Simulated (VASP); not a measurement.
# Gd (Fm-3m) in VASP: single point with PBE

Aim: the single point of Gd with PBE.

Everything below comes from runs of VASP 6.6.1. Logs are shortened: lines on timing, memory, paths and dates and some standing lists are left out, and cuts for length are marked.

## (1) The cell of the first run

The structure is cubic, space group Fm-3m (No. 225). Conventional cell: a = 5.082 Å, b = 5.082 Å, c = 5.082 Å, α = 90.00°, β = 90.00°, γ = 90.00°. Gd (site symmetry m-3m) has 12 Gd at 3.59 Å within 4.7 Å.

This isn't the form of Gd at room conditions, which is hcp.

## (2) Single point, PBE, collinear spin, ferromagnetic start (32.81 Å³/atom)

Contents of INCAR:

```
SYSTEM = Gd
PREC = Accurate
ENCUT = 600
EDIFF = 1E-6
ISMEAR = 0
SIGMA = 0.05
LREAL = .False.
LASPH = .True.
NELM = 200
ALGO = Normal
ISIF = 2
LWAVE = .False.
LCHARG = .False.
ISPIN = 2
MAGMOM = 7.94
LORBIT = 11
LMAXMIX = 6
GGA = PE
NBANDS = 19
GGA_COMPAT = .False.
```

Contents of KPOINTS:

```
regular mesh
0
Gamma
  6 6 6
  0 0 0
```

Contents of POSCAR:

```
Gd
1.0
    0.0000000000      2.5409872050      2.5409872050
    2.5409872050      0.0000000000      2.5409872050
    2.5409872050      2.5409872050      0.0000000000
Gd
1
Direct
    0.0000000000      0.0000000000      0.0000000000
```

Potentials or basis: VASP PAW PBE potentials, release 64 (Gd).

Started as:

```bash
$ cat potpaw_PBE.64/Gd/POTCAR > POTCAR
$ mpirun -np 1 vasp_std > vasp.out
```

OUTCAR:

```text
SYSTEM = Gd
   PREC = Accurate
   ENCUT = 600
   EDIFF = 1E-6
   ISMEAR = 0
   LREAL = .False.
   LASPH = .True.
   NELM = 200
   ISIF = 2
   ISPIN = 2
   LORBIT = 11
   GGA = PE

 ion  position               nearest neighbor table
   1  0.000  0.000  0.000-

  LATTYP: Found a face centered cubic cell.
 ALAT       =     5.0819744100

  Lattice vectors:

 A1 = (   0.0000000000,   2.5409872050,   2.5409872050)
 A2 = (   2.5409872050,   0.0000000000,   2.5409872050)
 A3 = (   2.5409872050,   2.5409872050,   0.0000000000)

Analysis of symmetry for initial positions (statically):
=====================================================================
 Subroutine PRICEL returns:
 Original cell was already a primitive cell.

 Routine SETGRP: Setting up the symmetry group for a
 face centered cubic supercell.

 Subroutine GETGRP returns: Found 48 space group operations
 (whereof 48 operations were pure point group operations)
 out of a pool of 48 trial point group operations.

The static configuration has the point symmetry O_h .

Analysis of symmetry for dynamics (positions and initial velocities):
=====================================================================
 Subroutine PRICEL returns:
 Original cell was already a primitive cell.

 Routine SETGRP: Setting up the symmetry group for a
 face centered cubic supercell.

 Subroutine GETGRP returns: Found 48 space group operations
 (whereof 48 operations were pure point group operations)
 out of a pool of 48 trial point group operations.

The dynamic configuration has the point symmetry O_h .

Analysis of structural, dynamic, and magnetic symmetry:
=====================================================================
 Subroutine PRICEL returns:
 Original cell was already a primitive cell.

 Routine SETGRP: Setting up the symmetry group for a
 face centered cubic supercell.

 Subroutine GETGRP returns: Found 48 space group operations
 (whereof 48 operations were pure point group operations)
 out of a pool of 48 trial point group operations.

The overall configuration has the point symmetry O_h .

 Subroutine INISYM returns: Found 48 space group operations
 (whereof 48 operations are pure point group operations),
 and found     1 'primitive' translations

----------------------------------------------------------------------------------------

                                     Primitive cell

  volume of cell :      32.8124

  direct lattice vectors                    reciprocal lattice vectors
     0.000000000  2.540987205  2.540987205    -0.196773915  0.196773915  0.196773915
     2.540987205  0.000000000  2.540987205     0.196773915 -0.196773915  0.196773915
     2.540987205  2.540987205  0.000000000     0.196773915  0.196773915 -0.196773915

  length of vectors
     3.593498567  3.593498567  3.593498567     0.340822418  0.340822418  0.340822418

  position of ions in fractional coordinates (direct lattice)
     0.000000000  0.000000000  0.000000000

  ion indices of the primitive-cell ions
   primitive index   ion index
                 1           1

----------------------------------------------------------------------------------------

 KPOINTS: regular mesh

Automatic generation of k-mesh.
 Grid dimensions read from file:
 generate k-points for:    6    6    6

 Generating k-lattice:

  Cartesian coordinates                     Fractional coordinates (reciprocal lattice)
    -0.032795652  0.032795652  0.032795652     0.166666667  0.000000000  0.000000000
     0.032795652 -0.032795652  0.032795652     0.000000000  0.166666667  0.000000000
     0.032795652  0.032795652 -0.032795652     0.000000000  0.000000000  0.166666667

  Length of vectors
     0.056803736  0.056803736  0.056803736

  Shift w.r.t. Gamma in fractional coordinates (k-lattice)
     0.000000000  0.000000000  0.000000000

 Subroutine IBZKPT returns following result:
 ===========================================

 Found     16 irreducible k-points:

 Following reciprocal coordinates:
            Coordinates               Weight
  0.000000  0.000000  0.000000      1.000000
  0.166667  0.000000  0.000000      8.000000
  0.333333  0.000000  0.000000      8.000000
  0.500000  0.000000  0.000000      4.000000
  0.166667  0.166667  0.000000      6.000000
  0.333333  0.166667  0.000000     24.000000
[... 8 lines left out ...]
 -0.333333  0.333333  0.166667     24.000000
 -0.333333  0.500000  0.166667     12.000000
   k-points           NKPTS =     16   k-points in BZ     NKDIM =     16   number of bands    NBANDS=     19
   number of dos      NEDOS =    301   number of ions     NIONS =      1
   total plane-waves  NPLWV =  27000
   dimension x,y,z NGX =    30 NGY =   30 NGZ =   30
   dimension x,y,z NGXF=    60 NGYF=   60 NGZF=   60
   ions per type =               1
   NGX,Y,Z   is equivalent  to a cutoff of  13.88, 13.88, 13.88 a.u.
   NGXF,Y,Z  is equivalent  to a cutoff of  27.76, 27.76, 27.76 a.u.
 SYSTEM =  Gd
   PREC   = accura    normal or accurate (medium, high low for compatibility)
   ISTART =      0    job   : 0-new  1-cont  2-samecut
   ICHARG =      2    charge: 1-file 2-atom 10-const
   ISPIN  =      2    spin polarized calculation?
   LNONCOLLINEAR =      F non collinear calculations
   LSORBIT =      F    spin-orbit coupling
   LASPH  =      T    aspherical Exc in radial PAW
   ENCUT  =  600.0 eV  44.10 Ry    6.64 a.u.   7.18  7.18  7.18*2*pi/ulx,y,z
   NELM   =    200;   NELMIN=  2; NELMDL= -5     # of ELM steps
   EDIFF  = 0.1E-05   stopping-criterion for ELM
   LREAL  =      F    real-space projection
   EDIFFG = 0.1E-04   stopping-criterion for IOM
   NSW    =      0    number of steps for IOM
   IBRION =     -1    ionic relax: 0-MD 1-quasi-New 2-CG
   NFREE  =      0    steps in history (QN), initial steepest desc. (CG)
   ISIF   =      2    stress and relaxation
   ISYM   =      2    0-nonsym 1-usesym 2-fastsym
   POTIM  = 0.5000    time-step for ionic-motion
   TEBEG  =    0.0;   TEEND  =   0.0 temperature during run
   PSTRESS=    0.0 pullay stress
   NELECT =      18.0000    total number of electrons
   NUPDOWN=      -1.0000    fix difference up-down
   EMIN   =  10.00;   EMAX   =-10.00  energy-range for DOS
   EFERMI =   0.00;   METHOD = LEGACY
   ISMEAR =     0;   SIGMA  =   0.05  broadening in eV -4-tet -1-fermi 0-gaus
   EFERMI_NEDOS =   21; number of points for ismear=-14 and -15
   IALGO  =     38    algorithm
   IMIX   =      4    mixing-type and parameters
     AMIX     =   0.40;   BMIX     =  1.00
     AMIX_MAG =   1.60;   BMIX_MAG =  1.00
  volume/ion in A,a.u.               =      32.81       221.43
  Fermi-wavevector in a.u.,A,eV,Ry     =   1.340149  2.532515 24.436066  1.796000
  Thomas-Fermi vector in A             =   2.468485
   LORBIT       =     11    0 simple, 1 ext, 2 COOP (PROOUT), +10 PAW based schemes
   GGA     = PE    functional components
   LHFCALC =     F    Hartree Fock is set to
   AEXX    =    0.0000 exact exchange contribution
   IVDW    =     0    specifies the selected vdW correction
   LEPSILON=     F    determine dielectric tensor
   LRPA    =     F    only Hartree local field effects (RPA)
 spin polarized calculation
 Gauss-broadening in eV      SIGMA  =   0.05
  energy-cutoff  :      600.00
  volume of cell :       32.81
 maximum number of plane-waves:      1113
 NGX is ok and might be reduce to    30
   NGX = 15   NGY = 15   NGZ = 15

 number of electron      18.0000005 magnetization       7.3968009

 Free energy of the ion-electron system (eV)
  ---------------------------------------------------
  ext. energy  EPLUGINS =         0.00000000
  ---------------------------------------------------
  free energy    TOTEN  =       -11.66433256 eV

  energy without entropy =      -11.66290906  energy(sigma->0) =      -11.66362081

 E-fermi :   3.0574     XC(G=0): -10.0208

 val. band max:        3.0416291900   @ k =  -0.3333   0.5000   0.1667
 cond. band min:       3.1522658621   @ k =   0.5000   0.3333   0.1667
 fundamental gap:      0.1106366720
 Fermi energy:         3.0573994770

 spin component 1

 k-point     1 :       0.0000    0.0000    0.0000
  band No.  band energies     occupation
      1     -42.2289      1.00000
      2     -19.2392      1.00000
      3     -19.2392      1.00000
      4     -19.2392      1.00000
      5      -2.0056      1.00000
      6      -1.8932      1.00000
[... 11 lines left out ...]
     18      12.1151      0.00000
     19      15.5314      0.00000

 k-point     2 :       0.1667    0.0000    0.0000
  band No.  band energies     occupation
      1     -42.2129      1.00000
      2     -19.4264      1.00000
      3     -19.2630      1.00000
      4     -19.2630      1.00000
      5      -1.8737      1.00000
      6      -1.8151      1.00000
[... 300 lines left out ...]
 k-point    16 :      -0.3333    0.5000    0.1667
  band No.  band energies     occupation
      1     -42.1436      1.00000
      2     -19.8059      1.00000
      3     -19.6006      1.00000
      4     -19.5021      1.00000
      5      -1.8158      1.00000
      6      -1.8121      1.00000
[... 11 lines left out ...]
     18      10.7891      0.00000
     19      11.2546      0.00000
 Fermi energy:         3.0573994770

 spin component 2

 k-point     1 :       0.0000    0.0000    0.0000
  band No.  band energies     occupation
      1     -39.0355      1.00000
      2     -16.9044      1.00000
      3     -16.9044      1.00000
      4     -16.9044      1.00000
      5      -1.2840      1.00000
      6       3.3354      0.00000
[... 11 lines left out ...]
     18      13.1027      0.00000
     19      16.2209      0.00000

 k-point     2 :       0.1667    0.0000    0.0000
  band No.  band energies     occupation
      1     -39.0153      1.00000
      2     -17.1373      1.00000
      3     -16.9329      1.00000
      4     -16.9329      1.00000
      5      -0.5334      1.00000
      6       3.2908      0.00000
[... 300 lines left out ...]
 k-point    16 :      -0.3333    0.5000    0.1667
  band No.  band energies     occupation
      1     -38.9268      1.00000
      2     -17.5964      1.00000
      3     -17.3452      1.00000
      4     -17.2255      1.00000
      5       2.1812      1.00000
      6       3.0416      0.67222
[... 11 lines left out ...]
     18      12.0581      0.00000
     19      12.2898      0.00000

------------------------ aborting loop because EDIFF is reached ----------------------------------------

  FORCE on cell =-STRESS in cart. coord.  units (eV):
  Direction    XX          YY          ZZ          XY          YZ          ZX
  --------------------------------------------------------------------------------------
  -------------------------------------------------------------------------------------
  Total        0.0114327      0.0114327      0.0114327      0.0000000      0.0000000      0.0000000
  in kB        0.5582414      0.5582414      0.5582414      0.0000000      0.0000000      0.0000000
  external PRESSURE =       0.5582414 kB  Pullay stress =       0.0000000 kB

 VOLUME and BASIS-vectors are now :
 -----------------------------------------------------------------------------
  energy-cutoff  :      600.00
  volume of cell :       32.81
      direct lattice vectors                 reciprocal lattice vectors
     0.000000000  2.540987205  2.540987205    -0.196773915  0.196773915  0.196773915
     2.540987205  0.000000000  2.540987205     0.196773915 -0.196773915  0.196773915
     2.540987205  2.540987205  0.000000000     0.196773915  0.196773915 -0.196773915

 POSITION                                       TOTAL-FORCE (eV/Angst)
 -----------------------------------------------------------------------------------
      0.00000      0.00000      0.00000         0.000000      0.000000      0.000000
 -----------------------------------------------------------------------------------
    total drift:                               -0.000000     -0.000000     -0.000000

  FREE ENERGIE OF THE ION-ELECTRON SYSTEM (eV)
  ---------------------------------------------------
  free  energy   TOTEN  =       -11.6643325565 eV

  energy  without entropy=      -11.6629090635  energy(sigma->0) =      -11.66362081

 total charge

# of ion       s       p       d       f       tot
--------------------------------------------------
    1        2.075   5.559   0.587   6.984  15.204

 magnetization (x)

# of ion       s       p       d       f       tot
--------------------------------------------------
    1        0.002  -0.061   0.158   6.817   6.916
```

Wall time 1.8 min (1 thread of Intel Xeon 8259CL, shared host); peak memory 0.18 GiB.

What came out:

```yaml
Free_energy: -11.6643 eV
Pressure: 0.1 GPa
Net_moment: 7.40 μB per cell
Site_moments: Gd +6.92 μB
Valence_electrons_inside_the_program's_atomic_spheres: Gd 15.20
```

Caveat: spin-orbit coupling is left out, which moves the levels of the heavy elements; semilocal functionals describe open f shells poorly, which spoils levels, moments and volumes. The state reached can hang on the start; a lower one may exist.
